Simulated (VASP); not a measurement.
Write the native input for VASP 6.6.1 that does the following.

| Item | Value |
| --- | --- |
| Task | single point |
| Functional | LDA |
| Potentials or basis | VASP PAW LDA potentials, release 64 (Ta_pv, Rh_pv) |
| Cutoff | 520 eV |
| k mesh | 7 × 7 × 7 |
| Occupations | methfessel-paxton, width 0.1 eV |
| Spin | no spin polarisation |
| Dipole correction | no |
| Further INCAR settings | ALGO = Normal; EDIFF = 1e-06; NBANDS = 36 |

The structure of TaRh3 lies in POSCAR:

```
TaRh3
1.0
    3.8600000000      0.0000000000      0.0000000000
    0.0000000000      3.8600000000      0.0000000000
    0.0000000000      0.0000000000      3.8600000000
Ta Rh
1 3
Direct
    0.0000000000      0.0000000000      0.0000000000
    0.0000000000      0.5000000000      0.5000000000
    0.5000000000      0.0000000000      0.5000000000
    0.5000000000      0.5000000000      0.0000000000
```

The input as run:

INCAR

```
SYSTEM = TaRh3
ALGO = Normal ; EDIFF = 1E-6
ENCUT = 520 ; ISIF = 2
ISMEAR = 1 ; LASPH = .TRUE.
LCHARG = .FALSE. ; LREAL = .FALSE.
LWAVE = .FALSE. ; NBANDS = 36
NELM = 100 ; PREC = Accurate
SIGMA = 0.1
```

KPOINTS

```
k-points
0
G
  7 7 7
  0 0 0
```

Potentials or basis: VASP PAW LDA potentials, release 64 (Ta_pv, Rh_pv).

Launch:

```console
$ cat potpaw_LDA.64/Ta_pv/POTCAR potpaw_LDA.64/Rh_pv/POTCAR > POTCAR
$ mpirun -np 1 vasp_std > vasp.out
```

It gave:

| Property | Result |
| --- | --- |
| Pressure | -8.2 GPa |
| Band gap on the k mesh | zero (bands 28 and 29 overlap by 1.82 eV) |

Caveat: the cell stands under tension; spin-orbit coupling is left out, which moves the levels of the heavy elements.

Wall time 53 s on 1 thread of Intel Xeon 8259CL (shared host), peak memory 0.17 GiB.
